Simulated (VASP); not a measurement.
# C (Fd-3m) in VASP: a series of runs

Runs on C. Level: r2SCAN. Tasks: single point.

Everything below comes from runs of VASP 6.6.1. Logs are shortened: lines on timing, memory, paths and dates and some standing lists are left out, and cuts for length are marked.

### Step 1. The cell of the first run

It takes space group Fd-3m (No. 227, cubic). Conventional cell: a = 3.560 Å, b = 3.560 Å, c = 3.560 Å, α = 90.00°, β = 90.00°, γ = 90.00°. Within 2.1 Å of C (site symmetry -43m) lie 4 C at 1.54 Å.

### Step 2. Single point, r2SCAN

The input, POSCAR:

```
C
1.0
    0.0000000000      1.7800000000      1.7800000000
    1.7800000000      0.0000000000      1.7800000000
    1.7800000000      1.7800000000      0.0000000000
C
2
Direct
    0.0000000000      0.0000000000      0.0000000000
    0.2500000000      0.2500000000      0.2500000000
```

The input, INCAR.step1:

```
SYSTEM = C
  PREC = Accurate
  ENCUT = 660
  ISMEAR = 0
  SIGMA = 0.1
  LREAL = .False.
  LASPH = .True.
  NELM = 120
  NBANDS = 11
  GGA = PE
  ALGO = Normal
  EDIFF = 1E-5
  LWAVE = .True.
  LCHARG = .False.
  GGA_COMPAT = .False.
```

The input, INCAR.step2:

```
SYSTEM = C
  PREC = Accurate
  ENCUT = 660
  EDIFF = 1E-6
  ISMEAR = 0
  SIGMA = 0.1
  LREAL = .False.
  LASPH = .True.
  NELM = 120
  ALGO = Normal
  ISIF = 2
  LWAVE = .False.
  LCHARG = .False.
  METAGGA = R2SCAN
  LMIXTAU = .True.
  NBANDS = 11
  ISTART = 1
  GGA_COMPAT = .False.
```

The input, KPOINTS:

```
Automatic mesh
0
Gamma
  8 8 8
  0 0 0
```

Potentials or basis: VASP PAW PBE potentials, release 64 (C).

Started as:

```console
> cat potpaw_PBE.64/C/POTCAR > POTCAR
> cp INCAR.step1 INCAR
> mpirun -np 1 vasp_std > vasp.out
> cp INCAR.step2 INCAR
> mpirun -np 1 vasp_std > vasp.out
```

OUTCAR:

```text
SYSTEM = C
   PREC = Accurate
   ENCUT = 660
   EDIFF = 1E-6
   ISMEAR = 0
   LREAL = .False.
   LASPH = .True.
   NELM = 120
   ISIF = 2
   METAGGA = R2SCAN
   ISTART = 1

 ion  position               nearest neighbor table
   1  0.000  0.000  0.000-   2 1.54   2 1.54   2 1.54   2 1.54
   2  0.250  0.250  0.250-   1 1.54   1 1.54   1 1.54   1 1.54

  LATTYP: Found a face centered cubic cell.
 ALAT       =     3.5600000000

  Lattice vectors:

 A1 = (   0.0000000000,   1.7800000000,   1.7800000000)
 A2 = (   1.7800000000,   0.0000000000,   1.7800000000)
 A3 = (   1.7800000000,   1.7800000000,   0.0000000000)

Analysis of symmetry for initial positions (statically):
=====================================================================
 Subroutine PRICEL returns:
 Original cell was already a primitive cell.

 Routine SETGRP: Setting up the symmetry group for a
 face centered cubic supercell.

 Subroutine GETGRP returns: Found 48 space group operations
 (whereof 24 operations were pure point group operations)
 out of a pool of 48 trial point group operations.

The static configuration has the point symmetry T_d .
 The point group associated with its full space group is O_h .

Analysis of symmetry for dynamics (positions and initial velocities):
=====================================================================
 Subroutine PRICEL returns:
 Original cell was already a primitive cell.

 Routine SETGRP: Setting up the symmetry group for a
 face centered cubic supercell.

 Subroutine GETGRP returns: Found 48 space group operations
 (whereof 24 operations were pure point group operations)
 out of a pool of 48 trial point group operations.

The dynamic configuration has the point symmetry T_d .
 The point group associated with its full space group is O_h .

 Subroutine INISYM returns: Found 48 space group operations
 (whereof 24 operations are pure point group operations),
 and found     1 'primitive' translations

----------------------------------------------------------------------------------------

                                     Primitive cell

  volume of cell :      11.2795

  direct lattice vectors                    reciprocal lattice vectors
     0.000000000  1.780000000  1.780000000    -0.280898876  0.280898876  0.280898876
     1.780000000  0.000000000  1.780000000     0.280898876 -0.280898876  0.280898876
[... 91 lines left out ...]
   ISIF   =      2    stress and relaxation
   ISYM   =      2    0-nonsym 1-usesym 2-fastsym
   POTIM  = 0.5000    time-step for ionic-motion
   TEBEG  =    0.0;   TEEND  =   0.0 temperature during run
   PSTRESS=    0.0 pullay stress
   NELECT =       8.0000    total number of electrons
   NUPDOWN=      -1.0000    fix difference up-down
   EMIN   =  10.00;   EMAX   =-10.00  energy-range for DOS
   EFERMI =   0.00;   METHOD = LEGACY
   ISMEAR =     0;   SIGMA  =   0.10  broadening in eV -4-tet -1-fermi 0-gaus
   EFERMI_NEDOS =   21; number of points for ismear=-14 and -15
   IALGO  =     38    algorithm
   IMIX   =      4    mixing-type and parameters
     AMIX     =   0.40;   BMIX     =  1.00
     AMIX_MAG =   1.60;   BMIX_MAG =  1.00
  volume/ion in A,a.u.               =       5.64        38.06
  Fermi-wavevector in a.u.,A,eV,Ry     =   1.459962  2.758928 29.000661  2.131488
  Thomas-Fermi vector in A             =   2.576467
   LORBIT       =      0    0 simple, 1 ext, 2 COOP (PROOUT), +10 PAW based schemes
   METAGGA = R2SCAN    functional components
   LHFCALC =     F    Hartree Fock is set to
   AEXX    =    0.0000 exact exchange contribution
   IVDW    =     0    specifies the selected vdW correction
   LEPSILON=     F    determine dielectric tensor
   LRPA    =     F    only Hartree local field effects (RPA)
 non-spin polarized calculation
 Gauss-broadening in eV      SIGMA  =   0.10
  energy-cutoff  :      660.00
  volume of cell :       11.28
 maximum number of plane-waves:       445
 NGX is ok and might be reduce to    24
   NGX = 11   NGY = 11   NGZ = 11

 number of electron       8.0000000 magnetization

 Free energy of the ion-electron system (eV)
  ---------------------------------------------------
  ext. energy  EPLUGINS =         0.00000000
  ---------------------------------------------------
  free energy    TOTEN  =       -19.66823313 eV

  energy without entropy =      -19.66823313  energy(sigma->0) =      -19.66823313

 E-fermi :  10.3634     XC(G=0): -14.2878

 val. band max:        9.7927732051   @ k =   0.0000   0.0000   0.0000
 cond. band min:      14.1326502247   @ k =   0.3750   0.3750   0.0000
 fundamental gap:      4.3398770196
 Fermi energy:        10.3633576253

 k-point     1 :       0.0000    0.0000    0.0000
  band No.  band energies     occupation
      1     -12.9796      2.00000
      2       9.7928      2.00000
      3       9.7928      2.00000
      4       9.7928      2.00000
      5      15.6443      0.00000
      6      15.6443      0.00000
      7      15.6443      0.00000
      8      23.7459      0.00000
      9      30.2691      0.00000
     10      37.2452      0.00000
     11      37.2452      0.00000
[... 309 lines left out ...]
 k-point    24 :      -0.3750    0.2500    0.1250
  band No.  band energies     occupation
      1      -5.9294      2.00000
      2      -3.2844      2.00000
      3       3.0557      2.00000
      4       4.8111      2.00000
      5      18.5798      0.00000
      6      19.7144      0.00000
      7      23.6012      0.00000
      8      25.6061      0.00000
      9      29.1810      0.00000
     10      35.2129      0.00000
     11      37.4867      0.00000

 [... further k-points ...]

------------------------ aborting loop because EDIFF is reached ----------------------------------------

  FORCE on cell =-STRESS in cart. coord.  units (eV):
  Direction    XX          YY          ZZ          XY          YZ          ZX
  --------------------------------------------------------------------------------------
  -------------------------------------------------------------------------------------
  Total        0.0175168      0.0175168      0.0175168     -0.0000000      0.0000000     -0.0000000
  in kB        2.4881391      2.4881391      2.4881391     -0.0000000      0.0000000     -0.0000000
  external PRESSURE =       2.4881391 kB  Pullay stress =       0.0000000 kB

 VOLUME and BASIS-vectors are now :
 -----------------------------------------------------------------------------
  energy-cutoff  :      660.00
  volume of cell :       11.28
      direct lattice vectors                 reciprocal lattice vectors
     0.000000000  1.780000000  1.780000000    -0.280898876  0.280898876  0.280898876
     1.780000000  0.000000000  1.780000000     0.280898876 -0.280898876  0.280898876
     1.780000000  1.780000000  0.000000000     0.280898876  0.280898876 -0.280898876

 POSITION                                       TOTAL-FORCE (eV/Angst)
 -----------------------------------------------------------------------------------
      0.00000      0.00000      0.00000         0.000000      0.000000      0.000000
      0.89000      0.89000      0.89000        -0.000000     -0.000000     -0.000000
 -----------------------------------------------------------------------------------
    total drift:                               -0.000000      0.000000      0.000000

  FREE ENERGIE OF THE ION-ELECTRON SYSTEM (eV)
  ---------------------------------------------------
  free  energy   TOTEN  =       -19.6682331318 eV

  energy  without entropy=      -19.6682331318  energy(sigma->0) =      -19.66823313
```

OSZICAR.step1:

```text
N       E                     dE             d eps       ncg     rms          rms(c)
DAV:   1     0.431229046389E+01    0.43123E+01   -0.53285E+03   646   0.859E+02
DAV:   2    -0.183658081163E+02   -0.22678E+02   -0.21223E+02   834   0.141E+02
DAV:   3    -0.188394542642E+02   -0.47365E+00   -0.47219E+00   743   0.158E+01
DAV:   4    -0.188402339454E+02   -0.77968E-03   -0.77966E-03   700   0.788E-01
DAV:   5    -0.188402349138E+02   -0.96845E-06   -0.96826E-06   728   0.266E-02    0.557E+00
DAV:   6    -0.183538799328E+02    0.48635E+00   -0.25393E-01   650   0.355E+00    0.332E+00
DAV:   7    -0.181901005366E+02    0.16378E+00   -0.31081E-01   677   0.398E+00    0.758E-01
DAV:   8    -0.181919095374E+02   -0.18090E-02   -0.86879E-03   665   0.702E-01    0.435E-02
DAV:   9    -0.181919485493E+02   -0.39012E-04   -0.61023E-05   751   0.631E-02    0.242E-02
DAV:  10    -0.181919694243E+02   -0.20875E-04   -0.15474E-05   671   0.347E-02    0.522E-03
DAV:  11    -0.181919694756E+02   -0.51343E-07   -0.24599E-07   322   0.459E-03
   1 F= -.18191969E+02 E0= -.18191969E+02  d E =-.937894E-11
```

It took 20 s on 1 thread of Intel Xeon 8259CL, shared host; peak memory 0.13 GiB.

Results:

| Quantity | Value |
| --- | --- |
| Free energy | -19.6682 eV |
| Pressure | 0.2 GPa |
| Band gap on the k mesh | 4.34 eV (least direct gap 5.85 eV) |

Caveat: the PAW data sets were made with another functional, which shifts forces and pressure a little. A k mesh can miss the band edges.

### Step 3. Single point, r2SCAN

The input, POSCAR:

```
C
1.0
    0.0000000000      1.7801505466      1.7801505466
    1.7801505466      0.0000000000      1.7801505466
    1.7801505466      1.7801505466      0.0000000000
C
2
Direct
    0.0000000000      0.0000000000      0.0000000000
    0.2500000000      0.2500000000      0.2500000000
```

The input, INCAR.step1:

```
SYSTEM = C
PREC = Accurate
ENCUT = 660
ISMEAR = 0
SIGMA = 0.02
LREAL = .False.
LASPH = .True.
NELM = 120
NBANDS = 11
GGA = PE
ALGO = Normal
EDIFF = 1E-5
LWAVE = .True.
LCHARG = .False.
GGA_COMPAT = .False.
```

The input, INCAR.step2:

```
SYSTEM = C
PREC = Accurate
ENCUT = 660
EDIFF = 1E-6
ISMEAR = 0
SIGMA = 0.02
LREAL = .False.
LASPH = .True.
NELM = 120
ALGO = Normal
ISIF = 2
LWAVE = .False.
LCHARG = .False.
METAGGA = R2SCAN
LMIXTAU = .True.
NBANDS = 11
ISTART = 1
GGA_COMPAT = .False.
```

The input, KPOINTS:

```
Automatic mesh
0
Gamma
  12 12 12
  0 0 0
```

Potentials or basis: VASP PAW PBE potentials, release 64 (C).

Started as:

```console
> cat potpaw_PBE.64/C/POTCAR > POTCAR
> cp INCAR.step1 INCAR
> mpirun -np 1 vasp_std > vasp.out
> cp INCAR.step2 INCAR
> mpirun -np 1 vasp_std > vasp.out
```

OUTCAR:

```text
SYSTEM = C
   PREC = Accurate
   ENCUT = 660
   EDIFF = 1E-6
   ISMEAR = 0
   LREAL = .False.
   LASPH = .True.
   NELM = 120
   ISIF = 2
   METAGGA = R2SCAN
   ISTART = 1

 ion  position               nearest neighbor table
   1  0.000  0.000  0.000-   2 1.54   2 1.54   2 1.54   2 1.54
   2  0.250  0.250  0.250-   1 1.54   1 1.54   1 1.54   1 1.54

  LATTYP: Found a face centered cubic cell.
 ALAT       =     3.5603010932

  Lattice vectors:

 A1 = (   0.0000000000,   1.7801505466,   1.7801505466)
 A2 = (   1.7801505466,   0.0000000000,   1.7801505466)
 A3 = (   1.7801505466,   1.7801505466,   0.0000000000)

Analysis of symmetry for initial positions (statically):
=====================================================================
 Subroutine PRICEL returns:
 Original cell was already a primitive cell.

 Routine SETGRP: Setting up the symmetry group for a
 face centered cubic supercell.

 Subroutine GETGRP returns: Found 48 space group operations
 (whereof 24 operations were pure point group operations)
 out of a pool of 48 trial point group operations.

The static configuration has the point symmetry T_d .
 The point group associated with its full space group is O_h .

Analysis of symmetry for dynamics (positions and initial velocities):
=====================================================================
 Subroutine PRICEL returns:
 Original cell was already a primitive cell.

 Routine SETGRP: Setting up the symmetry group for a
 face centered cubic supercell.

 Subroutine GETGRP returns: Found 48 space group operations
 (whereof 24 operations were pure point group operations)
 out of a pool of 48 trial point group operations.

The dynamic configuration has the point symmetry T_d .
 The point group associated with its full space group is O_h .

 Subroutine INISYM returns: Found 48 space group operations
 (whereof 24 operations are pure point group operations),
 and found     1 'primitive' translations

----------------------------------------------------------------------------------------

                                     Primitive cell

  volume of cell :      11.2824

  direct lattice vectors                    reciprocal lattice vectors
     0.000000000  1.780150547  1.780150547    -0.280875121  0.280875121  0.280875121
     1.780150547  0.000000000  1.780150547     0.280875121 -0.280875121  0.280875121
     1.780150547  1.780150547  0.000000000     0.280875121  0.280875121 -0.280875121

  length of vectors
     2.517513046  2.517513046  2.517513046     0.486489980  0.486489980  0.486489980

  position of ions in fractional coordinates (direct lattice)
     0.000000000  0.000000000  0.000000000
     0.250000000  0.250000000  0.250000000

  ion indices of the primitive-cell ions
   primitive index   ion index
                 1           1
                 2           2

----------------------------------------------------------------------------------------

 KPOINTS: Automatic mesh

Automatic generation of k-mesh.
[... 25 lines left out ...]
  0.166667  0.000000  0.000000      8.000000
  0.250000  0.000000  0.000000      8.000000
  0.333333  0.000000  0.000000      8.000000
  0.416667  0.000000  0.000000      8.000000
[... 16 lines left out ...]
  0.500000  0.166667  0.000000     24.000000
 -0.416667  0.166667  0.000000     24.000000
 [... further k-points ...]
   k-points           NKPTS =     72   k-points in BZ     NKDIM =     72   number of bands    NBANDS=     11
   number of dos      NEDOS =    301   number of ions     NIONS =      2
   total plane-waves  NPLWV =  13824
   dimension x,y,z NGX =    24 NGY =   24 NGZ =   24
   dimension x,y,z NGXF=    48 NGYF=   48 NGZF=   48
   ions per type =               2
   NGX,Y,Z   is equivalent  to a cutoff of  15.85, 15.85, 15.85 a.u.
   NGXF,Y,Z  is equivalent  to a cutoff of  31.70, 31.70, 31.70 a.u.
 SYSTEM =  C
   PREC   = accura    normal or accurate (medium, high low for compatibility)
   ISTART =      1    job   : 0-new  1-cont  2-samecut
   ICHARG =      0    charge: 1-file 2-atom 10-const
   ISPIN  =      1    spin polarized calculation?
   LNONCOLLINEAR =      F non collinear calculations
   LSORBIT =      F    spin-orbit coupling
   LASPH  =      T    aspherical Exc in radial PAW
   ENCUT  =  660.0 eV  48.51 Ry    6.96 a.u.   5.27  5.27  5.27*2*pi/ulx,y,z
   NELM   =    120;   NELMIN=  2; NELMDL=  0     # of ELM steps
   EDIFF  = 0.1E-05   stopping-criterion for ELM
   LREAL  =      F    real-space projection
   EDIFFG = 0.1E-04   stopping-criterion for IOM
   NSW    =      0    number of steps for IOM
   IBRION =     -1    ionic relax: 0-MD 1-quasi-New 2-CG
   NFREE  =      0    steps in history (QN), initial steepest desc. (CG)
   ISIF   =      2    stress and relaxation
   ISYM   =      2    0-nonsym 1-usesym 2-fastsym
   POTIM  = 0.5000    time-step for ionic-motion
   TEBEG  =    0.0;   TEEND  =   0.0 temperature during run
   PSTRESS=    0.0 pullay stress
   NELECT =       8.0000    total number of electrons
   NUPDOWN=      -1.0000    fix difference up-down
   EMIN   =  10.00;   EMAX   =-10.00  energy-range for DOS
   EFERMI =   0.00;   METHOD = LEGACY
   ISMEAR =     0;   SIGMA  =   0.02  broadening in eV -4-tet -1-fermi 0-gaus
   EFERMI_NEDOS =   21; number of points for ismear=-14 and -15
   IALGO  =     38    algorithm
   IMIX   =      4    mixing-type and parameters
     AMIX     =   0.40;   BMIX     =  1.00
     AMIX_MAG =   1.60;   BMIX_MAG =  1.00
  volume/ion in A,a.u.               =       5.64        38.07
  Fermi-wavevector in a.u.,A,eV,Ry     =   1.459838  2.758694 28.995756  2.131128
  Thomas-Fermi vector in A             =   2.576358
   LORBIT       =      0    0 simple, 1 ext, 2 COOP (PROOUT), +10 PAW based schemes
   METAGGA = R2SCAN    functional components
   LHFCALC =     F    Hartree Fock is set to
   AEXX    =    0.0000 exact exchange contribution
   IVDW    =     0    specifies the selected vdW correction
   LEPSILON=     F    determine dielectric tensor
   LRPA    =     F    only Hartree local field effects (RPA)
 non-spin polarized calculation
 Gauss-broadening in eV      SIGMA  =   0.02
  energy-cutoff  :      660.00
  volume of cell :       11.28
 maximum number of plane-waves:       448
 NGX is ok and might be reduce to    24
   NGX = 11   NGY = 11   NGZ = 11

 number of electron       8.0000000 magnetization

 Free energy of the ion-electron system (eV)
  ---------------------------------------------------
  ext. energy  EPLUGINS =         0.00000000
  ---------------------------------------------------
  free energy    TOTEN  =       -19.66915713 eV

  energy without entropy =      -19.66915713  energy(sigma->0) =      -19.66915713

 E-fermi :   9.9601     XC(G=0): -14.2866

 val. band max:        9.7886931219   @ k =   0.0000   0.0000   0.0000
 cond. band min:      14.1453080267   @ k =   0.3333   0.3333   0.0000
 fundamental gap:      4.3566149048
 Fermi energy:         9.9601171124

 k-point     1 :       0.0000    0.0000    0.0000
  band No.  band energies     occupation
      1     -12.9800      2.00000
      2       9.7887      2.00000
      3       9.7887      2.00000
      4       9.7887      2.00000
      5      15.6396      0.00000
      6      15.6396      0.00000
      7      15.6396      0.00000
      8      23.7357      0.00000
      9      30.2619      0.00000
     10      37.2386      0.00000
     11      37.2386      0.00000
[... 309 lines left out ...]
 k-point    24 :      -0.4167    0.1667    0.0000
  band No.  band energies     occupation
      1      -6.5556      2.00000
      2      -3.4593      2.00000
      3       3.9477      2.00000
      4       5.9617      2.00000
      5      17.7170      0.00000
      6      20.5880      0.00000
      7      21.5757      0.00000
      8      26.2401      0.00000
      9      30.4114      0.00000
     10      35.1216      0.00000
     11      35.8891      0.00000

 [... further k-points ...]

------------------------ aborting loop because EDIFF is reached ----------------------------------------

  FORCE on cell =-STRESS in cart. coord.  units (eV):
  Direction    XX          YY          ZZ          XY          YZ          ZX
  --------------------------------------------------------------------------------------
  -------------------------------------------------------------------------------------
  Total        0.0090782      0.0090782      0.0090782      0.0000000      0.0000000     -0.0000000
  in kB        1.2891715      1.2891715      1.2891715      0.0000000      0.0000000     -0.0000000
  external PRESSURE =       1.2891715 kB  Pullay stress =       0.0000000 kB

 VOLUME and BASIS-vectors are now :
 -----------------------------------------------------------------------------
  energy-cutoff  :      660.00
  volume of cell :       11.28
      direct lattice vectors                 reciprocal lattice vectors
     0.000000000  1.780150547  1.780150547    -0.280875121  0.280875121  0.280875121
     1.780150547  0.000000000  1.780150547     0.280875121 -0.280875121  0.280875121
     1.780150547  1.780150547  0.000000000     0.280875121  0.280875121 -0.280875121

 POSITION                                       TOTAL-FORCE (eV/Angst)
 -----------------------------------------------------------------------------------
      0.00000      0.00000      0.00000        -0.000000     -0.000000     -0.000000
      0.89008      0.89008      0.89008         0.000000      0.000000      0.000000
 -----------------------------------------------------------------------------------
    total drift:                               -0.000000      0.000000      0.000000

  FREE ENERGIE OF THE ION-ELECTRON SYSTEM (eV)
  ---------------------------------------------------
  free  energy   TOTEN  =       -19.6691571282 eV

  energy  without entropy=      -19.6691571282  energy(sigma->0) =      -19.66915713
```

Wall time 42 s (1 thread of Intel Xeon 8259CL, shared host); peak memory 0.14 GiB.

What came out:

- Free energy: -19.6692 eV
- Pressure: 0.1 GPa
- Band gap on the k mesh: 4.36 eV (least direct gap 5.85 eV)

Caveat: the PAW data sets were made with another functional, which shifts forces and pressure a little.
